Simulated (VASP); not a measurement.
# C (P-1) in VASP: notebook

C is run at these levels: r2SCAN; tasks: single point.

All numbers are computed with VASP 6.6.1; they aren't measurements. Logs are shortened: lines on timing, memory, paths and dates and some standing lists are left out, and cuts for length are marked.

## Step 1: The cell of the first run

The typed cell holds 4 atoms: a = 2.580 Å, b = 2.580 Å, c = 4.469 Å, α = 73.22°, β = 73.22°, γ = 60.00°.

## Step 2: Single point, r2SCAN (atoms displaced along a vibrational mode, the cell strained)

The input, POSCAR:

```
C
1.0
    0.0000000000     -1.8246190454     -1.8246190454
   -1.8246190454      0.0000000000     -1.8246190454
    1.8246190454      1.8246190454     -3.6492380909
C
4
Direct
    0.7249113929      0.7823424657      0.7499999898
    0.2750886071      0.2176575343      0.2500000102
    0.3499113929      0.4073424657      0.8749999898
    0.9000886071      0.8426575343      0.3750000102
```

The input, INCAR.step1:

```
SYSTEM = C
ALGO = Normal
EDIFF = 1E-4
ENCUT = 520
GGA = PE
ISMEAR = 0
LASPH = .True.
LCHARG = .False.
LREAL = .False.
LWAVE = .True.
NBANDS = 16
NELM = 60
PREC = Accurate
SIGMA = 0.05
```

The input, INCAR.step2:

```
SYSTEM = C
ALGO = Normal
EDIFF = 1E-6
ENCUT = 520
ISIF = 2
ISMEAR = 0
ISTART = 1
LASPH = .True.
LCHARG = .False.
LMIXTAU = .True.
LREAL = .False.
LWAVE = .False.
METAGGA = R2SCAN
NBANDS = 16
NELM = 60
PREC = Accurate
SIGMA = 0.05
```

The input, KPOINTS:

```
k-points
0
Gamma
  12 12 10
  0 0 0
```

Potentials or basis: VASP PAW PBE potentials, release 64 (C).

Launch:

```bash
$ cat potpaw_PBE.64/C/POTCAR > POTCAR
$ cp INCAR.step1 INCAR
$ mpirun -np 1 vasp_std > vasp.out
$ cp INCAR.step2 INCAR
$ mpirun -np 1 vasp_std > vasp.out
```

OUTCAR:

```text
SYSTEM = C
   EDIFF = 1E-6
   ENCUT = 520
   ISIF = 2
   ISMEAR = 0
   ISTART = 1
   LASPH = .True.
   LREAL = .False.
   METAGGA = R2SCAN
   NELM = 60
   PREC = Accurate

 ion  position               nearest neighbor table
   1  0.725  0.782  0.750-   3 1.58   3 1.58   3 1.58   4 1.59
   2  0.275  0.218  0.250-   4 1.58   4 1.58   4 1.58   3 1.59
   3  0.350  0.407  0.875-   1 1.58   1 1.58   1 1.58   2 1.59
   4  0.900  0.843  0.375-   2 1.58   2 1.58   2 1.58   1 1.59

  LATTYP: Found a trigonal (rhomboedric) cell.
 ALAT       =     4.4693856362
 COS(alpha) =     0.8333333333

  Lattice vectors:

 A1 = (   1.8246190454,   3.6492380908,  -1.8246190455)
 A2 = (   3.6492380908,   1.8246190454,  -1.8246190455)
 A3 = (   1.8246190454,   1.8246190454,  -3.6492380909)

Analysis of symmetry for initial positions (statically):
=====================================================================
 Subroutine PRICEL returns:
 Original cell was already a primitive cell.

 Routine SETGRP: Setting up the symmetry group for a
 trigonal (rhombohedral) supercell.

 Subroutine GETGRP returns: Found  2 space group operations
 (whereof  1 operations were pure point group operations)
 out of a pool of 12 trial point group operations.

The static configuration has the point symmetry C_1 .
 The point group associated with its full space group is S_2 .

Analysis of symmetry for dynamics (positions and initial velocities):
=====================================================================
 Subroutine PRICEL returns:
 Original cell was already a primitive cell.

 Routine SETGRP: Setting up the symmetry group for a
 trigonal (rhombohedral) supercell.

 Subroutine GETGRP returns: Found  2 space group operations
 (whereof  1 operations were pure point group operations)
 out of a pool of 12 trial point group operations.

The dynamic configuration has the point symmetry C_1 .
 The point group associated with its full space group is S_2 .

 Subroutine INISYM returns: Found  2 space group operations
 (whereof  1 operations are pure point group operations),
 and found     1 'primitive' translations

----------------------------------------------------------------------------------------

                                     Primitive cell

  volume of cell :      24.2983

  direct lattice vectors                    reciprocal lattice vectors
     0.000000000 -1.824619045 -1.824619045     0.137014902 -0.411044707 -0.137014902
    -1.824619045  0.000000000 -1.824619045    -0.411044707  0.137014902 -0.137014902
     1.824619045  1.824619045 -3.649238091     0.137014902  0.137014902 -0.137014902

  length of vectors
     2.580401000  2.580401000  4.469385636     0.454427021  0.454427021  0.237316772

  position of ions in fractional coordinates (direct lattice)
     0.724911393  0.782342466  0.749999990
     0.275088607  0.217657534  0.250000010
     0.349911393  0.407342466  0.874999990
     0.900088607  0.842657534  0.375000010

  ion indices of the primitive-cell ions
   primitive index   ion index
                 1           1
                 2           2
                 3           3
                 4           4

----------------------------------------------------------------------------------------

 KPOINTS: k-points

Automatic generation of k-mesh.
 Grid dimensions read from file:
 generate k-points for:   12   12   10

 Generating k-lattice:

  Cartesian coordinates                     Fractional coordinates (reciprocal lattice)
     0.011417909 -0.034253726 -0.011417909     0.083333333  0.000000000  0.000000000
    -0.034253726  0.011417909 -0.011417909     0.000000000  0.083333333  0.000000000
     0.013701490  0.013701490 -0.013701490     0.000000000  0.000000000  0.100000000

  Length of vectors
     0.037868918  0.037868918  0.023731677

  Shift w.r.t. Gamma in fractional coordinates (k-lattice)
     0.000000000  0.000000000  0.000000000

 -----------------------------------------------------------------------------
|                                                                             |
|           W    W    AA    RRRRR   N    N  II  N    N   GGGG   !!!           |
|           W    W   A  A   R    R  NN   N  II  NN   N  G    G  !!!           |
|           W    W  A    A  R    R  N N  N  II  N N  N  G       !!!           |
|           W WW W  AAAAAA  RRRRR   N  N N  II  N  N N  G  GGG   !            |
|           WW  WW  A    A  R   R   N   NN  II  N   NN  G    G                |
|           W    W  A    A  R    R  N    N  II  N    N   GGGG   !!!           |
|                                                                             |
|     Your reciprocal lattice and k-lattice belong to different lattice       |
|     classes:                                                                |
|                                                                             |
|        The reciprocal lattice is rhombohedral (trigonal),                   |
|        whereas your k-lattice is base-centered monoclinic.                  |
|                                                                             |
|     Results are often still useful ...                                      |
|                                                                             |
 -----------------------------------------------------------------------------

 WARNING: IBZKPT: internal override: KBLOWUP is changed to .FALSE.
      ... skipping the blow-up phase ...

 Subroutine IBZKPT returns following result:
 ===========================================

 Found    724 irreducible k-points:

 Following reciprocal coordinates:
            Coordinates               Weight
  0.000000  0.000000  0.000000      1.000000
  0.083333  0.000000  0.000000      2.000000
  0.166667  0.000000  0.000000      2.000000
  0.250000  0.000000  0.000000      2.000000
  0.333333  0.000000  0.000000      2.000000
  0.416667  0.000000  0.000000      2.000000
[... 16 lines left out ...]
  0.250000  0.166667 -0.000000      2.000000
  0.333333  0.166667  0.000000      2.000000
 [... further k-points ...]
   k-points           NKPTS =    724   k-points in BZ     NKDIM =    724   number of bands    NBANDS=     16
   number of dos      NEDOS =    301   number of ions     NIONS =      4
   total plane-waves  NPLWV =  14400
   dimension x,y,z NGX =    20 NGY =   20 NGZ =   36
   dimension x,y,z NGXF=    40 NGYF=   40 NGZF=   72
   ions per type =               4
   NGX,Y,Z   is equivalent  to a cutoff of  12.89, 12.89, 13.39 a.u.
   NGXF,Y,Z  is equivalent  to a cutoff of  25.77, 25.77, 26.78 a.u.
 SYSTEM =  C
   PREC   = accura    normal or accurate (medium, high low for compatibility)
   ISTART =      1    job   : 0-new  1-cont  2-samecut
   ICHARG =      0    charge: 1-file 2-atom 10-const
   ISPIN  =      1    spin polarized calculation?
   LNONCOLLINEAR =      F non collinear calculations
   LSORBIT =      F    spin-orbit coupling
   LASPH  =      T    aspherical Exc in radial PAW
   ENCUT  =  520.0 eV  38.22 Ry    6.18 a.u.   4.80  4.80  8.31*2*pi/ulx,y,z
   NELM   =     60;   NELMIN=  2; NELMDL=  0     # of ELM steps
   EDIFF  = 0.1E-05   stopping-criterion for ELM
   LREAL  =      F    real-space projection
   EDIFFG = 0.1E-04   stopping-criterion for IOM
   NSW    =      0    number of steps for IOM
   IBRION =     -1    ionic relax: 0-MD 1-quasi-New 2-CG
   NFREE  =      0    steps in history (QN), initial steepest desc. (CG)
   ISIF   =      2    stress and relaxation
   ISYM   =      2    0-nonsym 1-usesym 2-fastsym
   POTIM  = 0.5000    time-step for ionic-motion
   TEBEG  =    0.0;   TEEND  =   0.0 temperature during run
   PSTRESS=    0.0 pullay stress
   NELECT =      16.0000    total number of electrons
   NUPDOWN=      -1.0000    fix difference up-down
   EMIN   =  10.00;   EMAX   =-10.00  energy-range for DOS
   EFERMI =   0.00;   METHOD = LEGACY
   ISMEAR =     0;   SIGMA  =   0.05  broadening in eV -4-tet -1-fermi 0-gaus
   EFERMI_NEDOS =   21; number of points for ismear=-14 and -15
   IALGO  =     38    algorithm
   IMIX   =      4    mixing-type and parameters
     AMIX     =   0.40;   BMIX     =  1.00
     AMIX_MAG =   1.60;   BMIX_MAG =  1.00
  volume/ion in A,a.u.               =       6.07        40.99
  Fermi-wavevector in a.u.,A,eV,Ry     =   1.424260  2.691461 27.599645  2.028517
  Thomas-Fermi vector in A             =   2.544770
   LORBIT       =      0    0 simple, 1 ext, 2 COOP (PROOUT), +10 PAW based schemes
   METAGGA = R2SCAN    functional components
   LHFCALC =     F    Hartree Fock is set to
   AEXX    =    0.0000 exact exchange contribution
   IVDW    =     0    specifies the selected vdW correction
   LEPSILON=     F    determine dielectric tensor
   LRPA    =     F    only Hartree local field effects (RPA)
 non-spin polarized calculation
 Gauss-broadening in eV      SIGMA  =   0.05
  energy-cutoff  :      520.00
  volume of cell :       24.30
 maximum number of plane-waves:       674
   NGX =  9   NGY =  9   NGZ = 17

 number of electron      15.9999999 magnetization

 Free energy of the ion-electron system (eV)
  ---------------------------------------------------
  ext. energy  EPLUGINS =         0.00000000
  ---------------------------------------------------
  free energy    TOTEN  =       -39.00825128 eV

  energy without entropy =      -39.00825128  energy(sigma->0) =      -39.00825128

 E-fermi :   9.0309     XC(G=0): -13.8908

 val. band max:        8.8278443029   @ k =   0.0000   0.0000   0.0000
 cond. band min:      12.8917225800   @ k =   0.0000  -0.3333   0.3000
 fundamental gap:      4.0638782771
 Fermi energy:         9.0309408284

 k-point     1 :       0.0000    0.0000    0.0000
  band No.  band energies     occupation
      1     -13.0213      2.00000
      2      -7.4727      2.00000
      3      -4.5074      2.00000
      4       5.9734      2.00000
      5       5.9999      2.00000
      6       8.6170      2.00000
[... 8 lines left out ...]
     15      20.8361      0.00000
     16      24.7723      0.00000
[... 419 lines left out ...]
 k-point    24 :       0.3333    0.1667    0.0000
  band No.  band energies     occupation
      1     -10.8150      2.00000
      2      -6.6526      2.00000
      3      -1.8912      2.00000
      4       0.9606      2.00000
      5       2.2521      2.00000
      6       3.2381      2.00000
[... 8 lines left out ...]
     15      21.5190      0.00000
     16      23.4770      0.00000

 [... further k-points ...]

------------------------ aborting loop because EDIFF is reached ----------------------------------------

  FORCE on cell =-STRESS in cart. coord.  units (eV):
  Direction    XX          YY          ZZ          XY          YZ          ZX
  --------------------------------------------------------------------------------------
  -------------------------------------------------------------------------------------
  Total       -4.4504050     -4.3139431     -4.1248182      0.1260067     -0.0006717     -0.0536603
  in kB     -293.4495942   -284.4516061   -271.9811432      8.3085971     -0.0442898     -3.5382409
  external PRESSURE =    -283.2941145 kB  Pullay stress =       0.0000000 kB

 VOLUME and BASIS-vectors are now :
 -----------------------------------------------------------------------------
  energy-cutoff  :      520.00
  volume of cell :       24.30
      direct lattice vectors                 reciprocal lattice vectors
     0.000000000 -1.824619045 -1.824619045     0.137014902 -0.411044707 -0.137014902
    -1.824619045  0.000000000 -1.824619045    -0.411044707  0.137014902 -0.137014902
     1.824619045  1.824619045 -3.649238091     0.137014902  0.137014902 -0.137014902

 POSITION                                       TOTAL-FORCE (eV/Angst)
 -----------------------------------------------------------------------------------
     -0.05901      0.04578     -5.48709         0.793288     -0.611810      0.191944
      0.05901     -0.04578     -1.81138        -0.777167      0.608098     -0.161565
      0.85330      0.95809     -4.57478         0.777167     -0.608098      0.161565
     -0.85330     -0.95809     -4.54831        -0.793288      0.611810     -0.191944
 -----------------------------------------------------------------------------------
    total drift:                                0.000000     -0.000000     -0.000000

  FREE ENERGIE OF THE ION-ELECTRON SYSTEM (eV)
  ---------------------------------------------------
  free  energy   TOTEN  =       -39.0082512779 eV

  energy  without entropy=      -39.0082512779  energy(sigma->0) =      -39.00825128
```

It took 10 min on 1 thread of Intel Xeon 6975P-C (Granite Rapids), shared host; peak memory 0.3 GiB.

Results:

```
Free energy            : -39.0083 eV
Pressure               : -28.3 GPa
Largest force          : 1.020 eV/Å
Band gap on the k mesh : 4.06 eV (least direct gap 5.54 eV)
```

Forces in eV/Å, atoms in the order of the input:
```
C    0.793 -0.612  0.192
C   -0.777  0.608 -0.162
C    0.777 -0.608  0.162
C   -0.793  0.612 -0.192
```

Stress tensor (GPa, compression positive):
```
-29.34   0.83  -0.35
  0.83 -28.45   0.00
 -0.35   0.00 -27.20
```

Caveat: the cell differs from its parent crystal (atoms displaced along a vibrational mode, the cell strained); the cell stands under tension; the PAW data sets were made with another functional, which shifts forces and pressure a little.

(Continued in part 2 of 3.)
